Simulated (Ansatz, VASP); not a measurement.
## One calculation of CdTe, two programs

```
Cd Te
1.0
     0.00000    3.27996    3.27996
     3.27996    0.00000    3.27996
     3.27996    3.27996    0.00000
Cd Te
1 1
Direct
  0.00000 0.00000 0.00000
  0.25000 0.25000 0.25000
```

Alike in both runs: task single point; functional r2SCAN; k mesh 5 × 5 × 5; no spin polarisation.

|  | VASP | Ansatz |
| --- | --- | --- |
| version | VASP 6.6.1 | Ansatz 0.2.0 |
| potentials or method | VASP PAW PBE potentials, release 64 (Cd, Te) | plane waves |
| plane-wave cutoff (eV) | 520 | 500 |
| occupations | gaussian, width 0.01 eV | fixed |
| valence electrons in the cell | 18 | 36 |

```csv
,VASP,Ansatz,Ansatz less VASP
gap on the k mesh at the Fermi level (eV),1.15,1.16,+0.008
pressure (GPa),0.1,0.0,-0.10
```

VASP's potentials were made for PBE, not for r2SCAN. VASP's potentials hold 18 valence electrons a cell and Ansatz's 36, so a difference there can come from the potentials and not from the codes.

Spin-orbit coupling is off throughout.
